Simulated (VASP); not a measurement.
# Nb16N (a cell with a defect) in VASP: single point with PBEsol

Aim: the single point of Nb16N (a cell with a defect) with PBEsol.

Everything below comes from runs of VASP 6.6.1. Logs are shortened: lines on timing, memory, paths and dates and some standing lists are left out, and cuts for length are marked.

## 1. The cell of the first run

The cell holds a defect, 17 atoms: a = 6.600 Å, b = 6.600 Å, c = 6.600 Å, α = 90.00°, β = 90.00°, γ = 90.00°.

## 2. Single point, PBEsol

INCAR reads:

```
ALGO = Normal ; EDIFF = 1E-6
ENCUT = 520 ; GGA = PS
ISIF = 2 ; ISMEAR = -1
LASPH = True ; LCHARG = True
LELF = True ; LREAL = Auto
LVHAR = True ; LWAVE = False
NBANDS = 120 ; NELM = 80
PREC = Accurate ; SIGMA = 0.05
```

KPOINTS reads:

```
k-points
0
Gamma
  2 2 2
```

POSCAR reads:

```
Nb16N
1.0
    6.6000000000      0.0000000000      0.0000000000
    0.0000000000      6.6000000000      0.0000000000
    0.0000000000      0.0000000000      6.6000000000
Nb N
16 1
Direct
   -0.0073639014      0.0003802993     -0.0019277924
    0.4927992334      0.0003541992     -0.0441244011
   -0.0073617426      0.5003515757      0.0060521742
   -0.0073676416      0.0003819716      0.5019942066
    0.2487580590      0.2440885942      0.2500451229
    0.4927816516      0.5003093084     -0.0019140373
    0.4927740350      0.0003580144      0.5441453443
    0.7363585771      0.2440581821      0.2500290546
   -0.0073906644      0.5003524226      0.4940430664
    0.2488650072      0.7565198009      0.2500467259
    0.2325464780      0.2606321292      0.7500617340
    0.4927313307      0.5003104330      0.5019807505
    0.7363877627      0.7564665336      0.2500215795
    0.7529708663      0.2606086732      0.7500178739
    0.2325473030      0.7401762563      0.7500550810
    0.7529583665      0.7401842531      0.7500061471
    0.4922823795      0.0002941533      0.2500047701
```

Potentials or basis: VASP PAW PBE potentials, release 64 (Nb_sv, N).

Launch:

```console
$ cat potpaw_PBE.64/Nb_sv/POTCAR potpaw_PBE.64/N/POTCAR > POTCAR
$ mpirun -np 1 vasp_std > vasp.out
```

OUTCAR:

```text
EDIFF = 1E-6
   ENCUT = 520
   GGA = PS
   ISIF = 2
   ISMEAR = -1
   LASPH = True
   LREAL = Auto
   NELM = 80
   PREC = Accurate

 ion  position               nearest neighbor table
   1  0.993  0.000  0.998-  16 2.85  14 2.85  15 2.85  11 2.85   5 2.87   8 2.87  10 2.87  13 2.87

   2  0.493  0.000  0.956-  17 1.94   7 2.72  16 2.78  15 2.78  14 2.78  11 2.78   8 2.99  13 2.99
                            10 2.99   5 2.99
   3  0.993  0.500  0.006-  14 2.80  16 2.80  11 2.80  15 2.80  13 2.88   5 2.88  10 2.88   8 2.88

   4  0.993  0.000  0.502-  16 2.85  14 2.85  15 2.85  11 2.85   5 2.87   8 2.87  10 2.87  13 2.87

   5  0.249  0.244  0.250-  17 2.27   4 2.87   1 2.87  12 2.87   6 2.87   3 2.88   9 2.88   7 2.99
                             2 2.99
   6  0.493  0.500  0.998-  11 2.85  14 2.85  16 2.85  15 2.85  13 2.86   8 2.87  10 2.87   5 2.87

   7  0.493  0.000  0.544-  17 1.94   2 2.72  16 2.78  15 2.78  14 2.78  11 2.78   8 2.99  13 2.99
                            10 2.99   5 2.99
   8  0.736  0.244  0.250-  17 2.28   6 2.87  12 2.87   1 2.87   4 2.87   3 2.88   9 2.88   7 2.99
                             2 2.99
   9  0.993  0.500  0.494-  14 2.80  16 2.80  11 2.80  15 2.81  13 2.88   5 2.88  10 2.88   8 2.88

  10  0.249  0.757  0.250-  17 2.27  12 2.87   4 2.87   1 2.87   6 2.87   3 2.88   9 2.88   7 2.99
                             2 2.99
  11  0.233  0.261  0.750-   2 2.78   7 2.78   3 2.80   9 2.80   6 2.85  12 2.85   1 2.85   4 2.85

  12  0.493  0.500  0.502-  11 2.85  14 2.85  15 2.85  16 2.85  13 2.87   8 2.87  10 2.87   5 2.87

  13  0.736  0.756  0.250-  17 2.28   6 2.86  12 2.87   1 2.87   4 2.87   3 2.88   9 2.88   2 2.99
                             7 2.99
  14  0.753  0.261  0.750-   2 2.78   7 2.78   9 2.80   3 2.80   4 2.85   1 2.85   6 2.85  12 2.85

  15  0.233  0.740  0.750-   2 2.78   7 2.78   3 2.80   9 2.81  12 2.85   1 2.85   6 2.85   4 2.85

  16  0.753  0.740  0.750-   2 2.78   7 2.78   9 2.80   3 2.80   4 2.85   1 2.85  12 2.85   6 2.85

  17  0.492  0.000  0.250-   2 1.94   7 1.94  10 2.27   5 2.27   8 2.28  13 2.28

  LATTYP: Found a simple cubic cell.
 ALAT       =     6.6000000000

  Lattice vectors:

 A1 = (   6.6000000000,   0.0000000000,   0.0000000000)
 A2 = (   0.0000000000,   6.6000000000,   0.0000000000)
 A3 = (   0.0000000000,   0.0000000000,   6.6000000000)

Analysis of symmetry for initial positions (statically):
=====================================================================
 Subroutine PRICEL returns:
 Original cell was already a primitive cell.

 Routine SETGRP: Setting up the symmetry group for a
 simple cubic supercell.

 Subroutine GETGRP returns: Found  1 space group operations
 (whereof  1 operations were pure point group operations)
 out of a pool of 48 trial point group operations.

The static configuration has the point symmetry C_1 .

Analysis of symmetry for dynamics (positions and initial velocities):
=====================================================================
 Subroutine PRICEL returns:
 Original cell was already a primitive cell.

 Routine SETGRP: Setting up the symmetry group for a
 simple cubic supercell.

 Subroutine GETGRP returns: Found  1 space group operations
 (whereof  1 operations were pure point group operations)
 out of a pool of 48 trial point group operations.

The dynamic configuration has the point symmetry C_1 .

 Subroutine INISYM returns: Found  1 space group operations
 (whereof  1 operations are pure point group operations),
 and found     1 'primitive' translations

----------------------------------------------------------------------------------------

                                     Primitive cell

  volume of cell :     287.4960

  direct lattice vectors                    reciprocal lattice vectors
     6.600000000  0.000000000  0.000000000     0.151515152  0.000000000  0.000000000
     0.000000000  6.600000000  0.000000000     0.000000000  0.151515152  0.000000000
     0.000000000  0.000000000  6.600000000     0.000000000  0.000000000  0.151515152

  length of vectors
     6.600000000  6.600000000  6.600000000     0.151515152  0.151515152  0.151515152

  position of ions in fractional coordinates (direct lattice)
     0.992636099  0.000380299  0.998072208
     0.492799233  0.000354199  0.955875599
     0.992638257  0.500351576  0.006052174
     0.992632358  0.000381972  0.501994207
     0.248758059  0.244088594  0.250045123
     0.492781652  0.500309308  0.998085963
[... 9 lines left out ...]
     0.752958367  0.740184253  0.750006147
     0.492282379  0.000294153  0.250004770

  ion indices of the primitive-cell ions
   primitive index   ion index
                 1           1
                 2           2
                 3           3
                 4           4
                 5           5
                 6           6
[... 9 lines left out ...]
                16          16
                17          17

----------------------------------------------------------------------------------------

 KPOINTS: k-points

Automatic generation of k-mesh.
 Grid dimensions read from file:
 generate k-points for:    2    2    2

 Generating k-lattice:

  Cartesian coordinates                     Fractional coordinates (reciprocal lattice)
     0.075757576  0.000000000  0.000000000     0.500000000  0.000000000  0.000000000
     0.000000000  0.075757576  0.000000000     0.000000000  0.500000000  0.000000000
     0.000000000  0.000000000  0.075757576     0.000000000  0.000000000  0.500000000

  Length of vectors
     0.075757576  0.075757576  0.075757576

  Shift w.r.t. Gamma in fractional coordinates (k-lattice)
     0.000000000  0.000000000  0.000000000

 Subroutine IBZKPT returns following result:
 ===========================================

 Found      8 irreducible k-points:

 Following reciprocal coordinates:
            Coordinates               Weight
  0.000000  0.000000  0.000000      1.000000
  0.500000  0.000000  0.000000      1.000000
  0.000000  0.500000  0.000000      1.000000
  0.000000  0.000000  0.500000      1.000000
  0.500000  0.500000  0.000000      1.000000
  0.000000  0.500000  0.500000      1.000000
  0.500000  0.000000  0.500000      1.000000
  0.500000  0.500000  0.500000      1.000000
   k-points           NKPTS =      8   k-points in BZ     NKDIM =      8   number of bands    NBANDS=    120
   number of dos      NEDOS =    301   number of ions     NIONS =     17
   total plane-waves  NPLWV = 125000
   dimension x,y,z NGX =    50 NGY =   50 NGZ =   50
   dimension x,y,z NGXF=   100 NGYF=  100 NGZF=  100
   ions per type =              16   1
   NGX,Y,Z   is equivalent  to a cutoff of  12.59, 12.59, 12.59 a.u.
   NGXF,Y,Z  is equivalent  to a cutoff of  25.19, 25.19, 25.19 a.u.
 SYSTEM =  unknown system
   PREC   = accura    normal or accurate (medium, high low for compatibility)
   ISTART =      0    job   : 0-new  1-cont  2-samecut
   ICHARG =      2    charge: 1-file 2-atom 10-const
   ISPIN  =      1    spin polarized calculation?
   LNONCOLLINEAR =      F non collinear calculations
   LSORBIT =      F    spin-orbit coupling
   LASPH  =      T    aspherical Exc in radial PAW
   ENCUT  =  520.0 eV  38.22 Ry    6.18 a.u.  12.27 12.27 12.27*2*pi/ulx,y,z
   NELM   =     80;   NELMIN=  2; NELMDL= -5     # of ELM steps
   EDIFF  = 0.1E-05   stopping-criterion for ELM
   LREAL  =      T    real-space projection
   EDIFFG = 0.1E-04   stopping-criterion for IOM
   NSW    =      0    number of steps for IOM
   IBRION =     -1    ionic relax: 0-MD 1-quasi-New 2-CG
   NFREE  =      0    steps in history (QN), initial steepest desc. (CG)
   ISIF   =      2    stress and relaxation
   ISYM   =      2    0-nonsym 1-usesym 2-fastsym
   POTIM  = 0.5000    time-step for ionic-motion
   TEBEG  =    0.0;   TEEND  =   0.0 temperature during run
   PSTRESS=    0.0 pullay stress
   NELECT =     213.0000    total number of electrons
   NUPDOWN=      -1.0000    fix difference up-down
   EMIN   =  10.00;   EMAX   =-10.00  energy-range for DOS
   EFERMI =   0.00;   METHOD = LEGACY
   ISMEAR =    -1;   SIGMA  =   0.05  broadening in eV -4-tet -1-fermi 0-gaus
   EFERMI_NEDOS =   21; number of points for ismear=-14 and -15
   IALGO  =     38    algorithm
   IMIX   =      4    mixing-type and parameters
     AMIX     =   0.40;   BMIX     =  1.00
     AMIX_MAG =   1.60;   BMIX_MAG =  1.00
  volume/ion in A,a.u.               =      16.91       114.12
  Fermi-wavevector in a.u.,A,eV,Ry     =   1.481349  2.799344 29.856560  2.194395
  Thomas-Fermi vector in A             =   2.595270
   LORBIT       =      0    0 simple, 1 ext, 2 COOP (PROOUT), +10 PAW based schemes
   GGA     = PS    functional components
   LHFCALC =     F    Hartree Fock is set to
   AEXX    =    0.0000 exact exchange contribution
   IVDW    =     0    specifies the selected vdW correction
   LEPSILON=     F    determine dielectric tensor
   LRPA    =     F    only Hartree local field effects (RPA)
 non-spin polarized calculation
  energy-cutoff  :      520.00
  volume of cell :      287.50
 maximum number of plane-waves:      7809
 NGX is ok and might be reduce to    50
   NGX = 25   NGY = 25   NGZ = 25

 number of electron     213.0000009 magnetization

 Free energy of the ion-electron system (eV)
  ---------------------------------------------------
  ext. energy  EPLUGINS =         0.00000000
  ---------------------------------------------------
  free energy    TOTEN  =      -186.90082285 eV

  energy without entropy =     -186.77855525  energy(sigma->0) =     -186.83968905

 E-fermi :  11.4213     XC(G=0): -12.7676

 val. band max:       11.4133105187   @ k =   0.5000   0.0000   0.0000
 cond. band min:      11.4317986144   @ k =   0.5000   0.5000   0.0000
 fundamental gap:      0.0184880957
 Fermi energy:        11.4212645146

 k-point     1 :       0.0000    0.0000    0.0000
  band No.  band energies     occupation
      1     -43.0802      2.00000
      2     -42.9687      2.00000
      3     -42.9687      2.00000
      4     -42.9469      2.00000
      5     -42.9149      2.00000
      6     -42.8172      2.00000
[... 110 lines left out ...]
    117      13.4160      0.00000
    118      13.4163      0.00000
[... 845 lines left out ...]
    117      14.0705      0.00000
    118      14.2150      0.00000
 [bands above 118 left out]

------------------------ aborting loop because EDIFF is reached ----------------------------------------

  FORCE on cell =-STRESS in cart. coord.  units (eV):
  Direction    XX          YY          ZZ          XY          YZ          ZX
  --------------------------------------------------------------------------------------
  -------------------------------------------------------------------------------------
  Total       -3.8766479     -3.8902156     11.8968871      0.0020855     -0.0000019      0.0009169
  in kB      -21.6040480    -21.6796589     66.2997841      0.0116220     -0.0000104      0.0051095
  external PRESSURE =       7.6720258 kB  Pullay stress =       0.0000000 kB

 VOLUME and BASIS-vectors are now :
 -----------------------------------------------------------------------------
  energy-cutoff  :      520.00
  volume of cell :      287.50
      direct lattice vectors                 reciprocal lattice vectors
     6.600000000  0.000000000  0.000000000     0.151515152  0.000000000  0.000000000
     0.000000000  6.600000000  0.000000000     0.000000000  0.151515152  0.000000000
     0.000000000  0.000000000  6.600000000     0.000000000  0.000000000  0.151515152

 POSITION                                       TOTAL-FORCE (eV/Angst)
 -----------------------------------------------------------------------------------
      6.55140      0.00251      6.58728         0.002699     -0.002763     -0.008650
      3.25247      0.00234      6.30878        -0.004829     -0.001184      0.031578
      6.55141      3.30232      0.03994         0.000262      0.001296     -0.000271
      6.55137      0.00252      3.31316         0.002702     -0.002610      0.008719
      1.64180      1.61098      1.65030         0.010329     -0.003108     -0.000076
      3.25236      3.30204      6.58737        -0.006424      0.002413     -0.009840
[... 9 lines left out ...]
      4.96953      4.88522      4.95004        -0.001729     -0.002324      0.000991
      3.24906      0.00194      1.65003         0.008276     -0.000801      0.001489
 -----------------------------------------------------------------------------------
    total drift:                               -0.007887     -0.000932      0.000714

  FREE ENERGIE OF THE ION-ELECTRON SYSTEM (eV)
  ---------------------------------------------------
  free  energy   TOTEN  =      -186.9008228542 eV

  energy  without entropy=     -186.7785552508  energy(sigma->0) =     -186.83968905
```

Wall time 25 min (1 thread of Intel Xeon 8259CL, shared host); peak memory 0.46 GiB.

Results:

```
Free energy            : -186.9008 eV
Pressure               : 0.8 GPa
Largest force          : 0.032 eV/Å
Band gap on the k mesh : zero (an odd number of electrons rules out a gap without spin polarisation)
```

Forces on the atoms (eV/Å):
```
Nb   0.003 -0.003 -0.009
Nb  -0.005 -0.001  0.032
Nb   0.000  0.001  0.000
Nb   0.003 -0.003  0.009
Nb   0.010 -0.003  0.000
Nb  -0.006  0.002 -0.010
Nb  -0.005 -0.001 -0.030
Nb   0.000 -0.003  0.000
Nb   0.002  0.001 -0.001
Nb   0.003  0.005  0.000
Nb  -0.002 -0.005 -0.002
Nb  -0.004  0.002  0.010
Nb  -0.001  0.009  0.000
Nb  -0.003 -0.001  0.000
Nb   0.000  0.002 -0.001
Nb  -0.002 -0.002  0.001
N    0.008 -0.001  0.001
```

Stress tensor (GPa, compression positive):
```
-2.16  0.00  0.00
 0.00 -2.17  0.00
 0.00  0.00  6.63
```

Levels at points of the mesh, in eV from the Fermi level:
```tsv
k point	band 102	band 103	band 104	band 105	band 106	band 107	band 108	band 109	band 110	band 111
(0.00, 0.00, 0.00)	0.22	0.22	0.63	0.65	0.65	0.71	0.74	0.74	0.78	0.82
(0.50, 0.00, 0.00)	-0.32	-0.30	-0.01	0.04	0.07	0.11	0.23	0.24	0.36	0.48
(0.00, 0.50, 0.00)	-0.32	-0.30	-0.01	0.04	0.07	0.11	0.23	0.24	0.36	0.48
(0.00, 0.00, 0.50)	-0.28	-0.15	-0.15	0.05	0.05	0.37	0.37	0.53	0.53	0.57
(0.50, 0.50, 0.00)	-0.55	-0.51	-0.51	-0.46	-0.46	-0.41	-0.23	0.01	0.76	0.76
(0.00, 0.50, 0.50)	-0.50	-0.48	-0.38	-0.37	-0.34	-0.22	-0.22	-0.05	0.13	0.61
(0.50, 0.00, 0.50)	-0.50	-0.48	-0.38	-0.37	-0.34	-0.22	-0.22	-0.05	0.13	0.61
(0.50, 0.50, 0.50)	-1.25	-1.21	-1.21	-1.21	-1.19	-1.19	-1.13	-1.08	-1.04	-1.01
```

Caveat: the k points lie up to 0.48 Å⁻¹ apart, too coarse for converged energies and pressures of a metal; the PAW data sets were made with another functional, which shifts forces and pressure a little.
